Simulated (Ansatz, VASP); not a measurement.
**One calculation of Cu, two programs**

```xyz
1
Lattice="0.0000 1.8075 1.8075 1.8075 0.0000 1.8075 1.8075 1.8075 0.0000" Properties=species:S:1:pos:R:3 pbc="T T T"
Cu    0.0000    0.0000    0.0000
```

Alike in both runs: task relaxation of cell and atoms; functional LDA; k mesh 10 × 10 × 10; occupations gaussian, width 0.1 eV; no spin polarisation.

```csv
,VASP,Ansatz
version,VASP 6.6.1,Ansatz 0.2.0
potentials or method,"VASP PAW LDA potentials, release 64 (Cu_sv_GW), cutoff 700 eV","scalar-relativistic, plane waves, PAW"
valence electrons in the cell,19,19
```

```tsv
	VASP	Ansatz	Ansatz less VASP
gap on the k mesh at the Fermi level, each at its own relaxed structure (eV)	none	none	-
relaxed volume (Å³/atom)	10.72	10.89	+0.174
relaxed cell length with the largest relative difference (Å)	2.475	2.488	+0.0133
```

LDA's correlation is that of Perdew and Zunger in VASP and of Perdew and Wang (1992) in Ansatz. A gap of «none» marks a metal or a gap that the smearing closes.
